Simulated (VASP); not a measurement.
## ScIn4: single point with PBE

Crystal: ScIn4.

```
Sc In
1.0
     5.11794    0.00000    0.00000
     0.00000    5.11794    0.00000
     0.00000    0.00000    5.11794
Sc In
1 4
Cartesian
  2.5590 2.5590 2.5590
  3.8616 3.8616 3.8616
  1.2563 1.2563 3.8616
  1.2563 3.8616 1.2563
  3.8616 1.2563 1.2563
```

The cell was built from a structure type or drawn by symmetry, and may not be a known phase.

* Program: VASP 6.6.1
* Task: single point
* Functional: PBE
* Potentials or basis: VASP PAW PBE potentials, release 64 (Sc_sv, In_d)
* Cutoff: 520 eV
* k mesh: 4 × 4 × 4
* Occupations: gaussian, width 0.1 eV
* Spin: no spin polarisation

The pressure is 21.2 GPa, the largest force is 7.614 eV/Å and the band gap on the k mesh is zero (an odd number of electrons rules out a gap without spin polarisation).

Forces on the atoms (eV/Å):
```
Sc   0.000  0.000  0.000
In   4.396  4.396  4.396
In  -4.396 -4.396  4.396
In  -4.396  4.396 -4.396
In   4.396 -4.396 -4.396
```

Levels at points of the mesh, in eV from the Fermi level:
```
           k point  band 27  band 28  band 29  band 30  band 31  band 32  band 33  band 34  band 35  band 36
(0.00, 0.00, 0.00)    -2.94    -2.94    -2.34    -2.34    -1.27     1.20     1.20     1.20     3.07     3.07
(0.50, 0.00, 0.00)    -2.85    -2.85    -1.24    -0.26     0.02     0.03     0.59     1.00     1.00     2.04
(0.50, 0.50, 0.00)    -5.20    -5.14    -0.74    -0.74    -0.09    -0.06     1.21     1.23     1.40     1.67
(0.50, 0.50, 0.50)    -4.61    -4.26    -2.63    -2.63    -2.63    -2.32     1.24     1.24     2.02     2.02
```

It took 31 s on 1 thread of Intel(R) Xeon(R) 6975P-C (Granite Rapids), with other jobs on the host, peak memory 0.25 GiB.

Caveat: the cell stands under pressure; spin-orbit coupling is left out, which moves the levels of the heavy elements; forces of over 1 eV/Å act on the atoms, so gaps and moduli don't describe the material at rest.
